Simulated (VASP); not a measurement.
AlGaN2, 4 atoms in the cell. The structure is tetragonal, space group P-4m2 (No. 115). Conventional cell: a = 2.960 Å, b = 2.960 Å, c = 4.384 Å, α = 90.00°, β = 90.00°, γ = 90.00°. Al (site symmetry -4m2) has 4 N at 1.82 Å within 2.4 Å. Within 2.5 Å of Ga (site symmetry -4m2) lie 4 N at 1.87 Å. N (site symmetry 2mm) has 2 Al at 1.82 Å and 2 Ga at 1.87 Å within 2.4 Å.  This cell differs from its parent crystal: strain -0.0500 x Voigt [1, 1, 0, 0, 0, 0].

```yaml
Program: VASP 6.6.1
Task: single point
Functional: LDA
Potentials_or_basis: VASP PAW LDA potentials, release 64 (Al, Ga_d, N)
Cutoff: 520 eV
k_mesh: 8 × 8 × 6
Occupations: gaussian, width 0.05 eV
Spin: no spin polarisation
Dipole_correction: no
Further_INCAR_settings: ALGO = Normal; EDIFF = 1e-07; NBANDS = 21
```

Potentials or basis: VASP PAW LDA potentials, release 64 (Al, Ga_d, N).

The run is started by

```console
$ cat potpaw_LDA.64/Al/POTCAR potpaw_LDA.64/Ga_d/POTCAR potpaw_LDA.64/N/POTCAR > POTCAR
$ mpirun -np 1 vasp_std > vasp.out
```

Hardware: 1 thread of AMD EPYC 9R45 96-Core Processor (Zen 5), on a shared host.

Task: Estimate the wall time of this run.

Result: It took 20 s on 1 thread of AMD EPYC 9R45 96-Core Processor (Zen 5), on a shared host, peak memory 0.14 GiB. Counts: scf iterations 14, k points 60.
